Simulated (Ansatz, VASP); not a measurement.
**Cs in VASP and in Ansatz**

```xyz
1
Lattice="-2.8379 2.8379 2.8379 2.8379 -2.8379 2.8379 2.8379 2.8379 -2.8379" Properties=species:S:1:pos:R:3 pbc="T T T"
Cs   -0.0049   -0.0172    0.0248
```

Alike in both runs: task single point; functional LDA; k mesh 4 × 4 × 4; occupations gaussian, width 0.05 eV; no spin polarisation.

```csv
,VASP,Ansatz
version,VASP 6.6.1,Ansatz 0.2.0
potentials or method,"VASP PAW LDA potentials, release 64 (Cs_sv)","plane waves, PAW"
plane-wave cutoff (eV),500,420
valence electrons in the cell,9,9
```

|  | VASP | Ansatz | Ansatz less VASP |
| --- | --- | --- | --- |
| pressure (GPa) | 0.0 | 0.0 | +0.01 |

LDA's correlation is that of Perdew and Zunger in VASP and of Perdew and Wang (1992) in Ansatz.

The k mesh is coarse, so the values compare programs but aren't converged. Neither program's run includes spin-orbit coupling.
